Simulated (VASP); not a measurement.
# BaHg (Pm-3m) in VASP: a series of runs, part 2 of 2

VASP 6.6.1.

**5. Single point, LDA**

This run uses another cell than the first one, of 33.23 Å³/atom, 1.015 times its volume.

Input file INCAR:

```
PREC = Accurate
ENCUT = 520
EDIFF = 1E-6
ISMEAR = 0
SIGMA = 0.1
LREAL = False
LASPH = True
NELM = 100
ALGO = Normal
ISIF = 2
LWAVE = False
LCHARG = True
LELF = True
LVHAR = True
NBANDS = 18
```

Input file KPOINTS:

```
Automatic mesh
0
Gamma
  5 5 5
```

Input file POSCAR:

```
BaHg
1.0
    4.0507675403      0.0000000000      0.0000000000
    0.0000000000      4.0507675403      0.0000000000
    0.0000000000      0.0000000000      4.0507675403
Ba Hg
1 1
Direct
    0.0000000000      0.0000000000      0.0000000000
    0.5000000000      0.5000000000      0.5000000000
```

Potentials or basis: VASP PAW LDA potentials, release 64 (Ba_sv, Hg).

Run with:

```sh
cat potpaw_LDA.64/Ba_sv/POTCAR potpaw_LDA.64/Hg/POTCAR > POTCAR
mpirun -np 1 vasp_std > vasp.out
```

OUTCAR:

```text
PREC = Accurate
   ENCUT = 520
   EDIFF = 1E-6
   ISMEAR = 0
   LREAL = False
   LASPH = True
   NELM = 100
   ISIF = 2

 ion  position               nearest neighbor table
   1  0.000  0.000  0.000-   2 3.51   2 3.51   2 3.51   2 3.51   2 3.51   2 3.51   2 3.51   2 3.51

   2  0.500  0.500  0.500-   1 3.51   1 3.51   1 3.51   1 3.51   1 3.51   1 3.51   1 3.51   1 3.51

  LATTYP: Found a simple cubic cell.
 ALAT       =     4.0507675403

  Lattice vectors:

[... 379 lines left out ...]
     18      11.0804      0.00000

------------------------ aborting loop because EDIFF is reached ----------------------------------------

  FORCE on cell =-STRESS in cart. coord.  units (eV):
  Direction    XX          YY          ZZ          XY          YZ          ZX
  --------------------------------------------------------------------------------------
  -------------------------------------------------------------------------------------
  Total        0.0102068      0.0102068      0.0102068     -0.0000000     -0.0000000      0.0000000
  in kB        0.2460304      0.2460304      0.2460304     -0.0000000     -0.0000000      0.0000000
  external PRESSURE =       0.2460304 kB  Pullay stress =       0.0000000 kB

 VOLUME and BASIS-vectors are now :
 -----------------------------------------------------------------------------
  energy-cutoff  :      520.00
  volume of cell :       66.47
      direct lattice vectors                 reciprocal lattice vectors
     4.050767540  0.000000000  0.000000000     0.246866795  0.000000000  0.000000000
     0.000000000  4.050767540  0.000000000     0.000000000  0.246866795  0.000000000
     0.000000000  0.000000000  4.050767540     0.000000000  0.000000000  0.246866795

 POSITION                                       TOTAL-FORCE (eV/Angst)
 -----------------------------------------------------------------------------------
      0.00000      0.00000      0.00000         0.000000      0.000000      0.000000
      2.02538      2.02538      2.02538         0.000000      0.000000      0.000000
 -----------------------------------------------------------------------------------
    total drift:                                0.000000      0.000000      0.000000

  FREE ENERGIE OF THE ION-ELECTRON SYSTEM (eV)
  ---------------------------------------------------
  free  energy   TOTEN  =        -4.3617397957 eV

  energy  without entropy=       -4.3520278485  energy(sigma->0) =       -4.35688382
```

OSZICAR:

```text
N       E                     dE             d eps       ncg     rms          rms(c)
DAV:   1     0.146283454713E+03    0.14628E+03   -0.10684E+04   360   0.113E+03
DAV:   2     0.201991806287E+01   -0.14426E+03   -0.13831E+03   398   0.259E+02
DAV:   3    -0.458835729537E+01   -0.66083E+01   -0.65682E+01   504   0.548E+01
DAV:   4    -0.466658550524E+01   -0.78228E-01   -0.78185E-01   422   0.506E+00
DAV:   5    -0.466898272991E+01   -0.23972E-02   -0.23971E-02   470   0.651E-01    0.431E+00
DAV:   6    -0.437920966330E+01    0.28977E+00   -0.91798E-01   382   0.722E+00    0.227E+00
DAV:   7    -0.436682798577E+01    0.12382E-01   -0.44089E-02   404   0.123E+00    0.134E+00
DAV:   8    -0.436177030091E+01    0.50577E-02   -0.60555E-03   466   0.745E-01    0.142E-01
DAV:   9    -0.436173918526E+01    0.31116E-04   -0.28122E-04   454   0.128E-01    0.515E-02
DAV:  10    -0.436173899128E+01    0.19399E-06   -0.32088E-05   556   0.319E-02    0.877E-03
DAV:  11    -0.436173979567E+01   -0.80439E-06   -0.44669E-06   382   0.135E-02
   1 F= -.43617398E+01 E0= -.43568838E+01  d E =-.971195E-02
```

Wall time 6.4 s (1 thread of AMD EPYC 9R14 (Zen 4), shared host); peak memory 0.12 GiB.

What came out:

| Property | Result |
| --- | --- |
| Free energy | -4.3617 eV |
| Pressure | 0.0 GPa |
| Band gap on the k mesh | zero (band 11 reaches 3.67 eV, above the bottom of band 12 at 1.79 eV) |

Levels at points of the mesh, in eV from the Fermi level:
| k point | band 7 | band 8 | band 9 | band 10 | band 11 | band 12 | band 13 | band 14 | band 15 | band 16 |
| --- | --- | --- | --- | --- | --- | --- | --- | --- | --- | --- |
| (0.00, 0.00, 0.00) | -7.13 | -7.13 | -7.13 | -6.43 | 0.77 | 0.77 | 4.20 | 4.20 | 4.20 | 5.16 |

Caveat: spin-orbit coupling is left out, which moves the levels of the heavy elements.

**6. Relaxation of cell and atoms, LDA**

This run uses another cell than the first one, of 36.52 Å³/atom, 1.115 times its volume.

Input file INCAR:

```
PREC     = Accurate       # precision mode
ENCUT    = 600            # plane-wave cutoff, eV
EDIFF    = 1E-6           # SCF threshold, eV
ISMEAR   = 0              # smearing method
SIGMA    = 0.1            # smearing width, eV
LREAL    = False          # projectors in reciprocal space
LASPH    = True           # aspherical terms in the spheres
NELM     = 100            # most SCF steps
ALGO     = Normal         # electronic algorithm
ISIF     = 3              # what is computed and relaxed
LWAVE    = False          # write WAVECAR
LCHARG   = False          # write CHGCAR
IBRION   = 2              # ionic algorithm
NSW      = 80             # ionic steps
EDIFFG   = -0.01          # ionic threshold
```

KPOINTS is that of step 5.

Input file POSCAR:

```
BaHg
1.0
    4.1800000000      0.0000000000      0.0000000000
    0.0000000000      4.1800000000      0.0000000000
    0.0000000000      0.0000000000      4.1800000000
Ba Hg
1 1
Direct
    0.0000000000      0.0000000000      0.0000000000
    0.5000000000      0.5000000000      0.5000000000
```

Potentials or basis: VASP PAW LDA potentials, release 64 (Ba_sv, Hg).

Run with:

```sh
cat potpaw_LDA.64/Ba_sv/POTCAR potpaw_LDA.64/Hg/POTCAR > POTCAR
mpirun -np 1 vasp_std > vasp.out
```

It took 19 s on 1 thread of AMD EPYC 9R14 (Zen 4), shared host; peak memory 0.15 GiB.

The run converged. Its results:

- Free energy: -4.3620 eV
- Relaxed volume: 33.31 Å³/atom
- Relaxed cell: a = 4.054 Å, b = 4.054 Å, c = 4.054 Å, α = 90.00°, β = 90.00°, γ = 90.00°
- Space group after relaxing (to 0.05 Å): Pm-3m (No. 221)
- Energy gained by relaxing: 27.1 meV/atom
- Ionic steps: 3
- Pressure after relaxing: 0.0 GPa
- Band gap on the k mesh: zero (band 11 reaches 3.66 eV, above the bottom of band 12 at 1.78 eV)

Step by step:
```
step  energy change (eV)  largest force (eV/Å)  pressure (GPa)  volume (Å³)
   1              0.0000                0.0000           -2.49        73.03
   2             -0.0537                0.0000           -0.29        67.19
   3             -0.0542                0.0000            0.00        66.61
```

Final structure:
```
Ba Hg
1.0
     4.05369    0.00000    0.00000
     0.00000    4.05369    0.00000
     0.00000    0.00000    4.05369
Ba Hg
1 1
Direct
  0.00000 0.00000 0.00000
  0.50000 0.50000 0.50000
```

Levels at points of the mesh, in eV from the Fermi level:
```tsv
k point	band 8	band 9	band 10	band 11	band 12	band 13	band 14	band 15
(0.00, 0.00, 0.00)	-7.13	-7.13	-6.43	0.77	0.77	4.19	4.19	4.19
```

Caveat: spin-orbit coupling is left out, which moves the levels of the heavy elements.

**7. Overview**

| task | cell | cutoff (eV) | gap on the mesh (eV) | pressure (GPa) |
| --- | --- | --- | --- | --- |
| single point | a = 4.031 Å, 2 atoms | 520 | none | 0.5 |
| single point | a = 4.010 Å, 2 atoms | 520 | none | 1.1 |
| single point | a = 4.051 Å, 2 atoms | 520 | none | 0.0 |
| relaxation of cell and atoms | relaxed from a = 4.180 Å, 2 atoms | 600 | none | 0.0 |

Alike in all rows: level LDA; potentials or basis VASP PAW LDA potentials, release 64 (Ba_sv, Hg); no spin polarisation; k mesh 5 × 5 × 5; smearing gaussian 0.1 eV.

Caveats: spin-orbit coupling is left out, which moves the levels of the heavy elements.

Absolute energies hang on the potentials; compare differences alone.
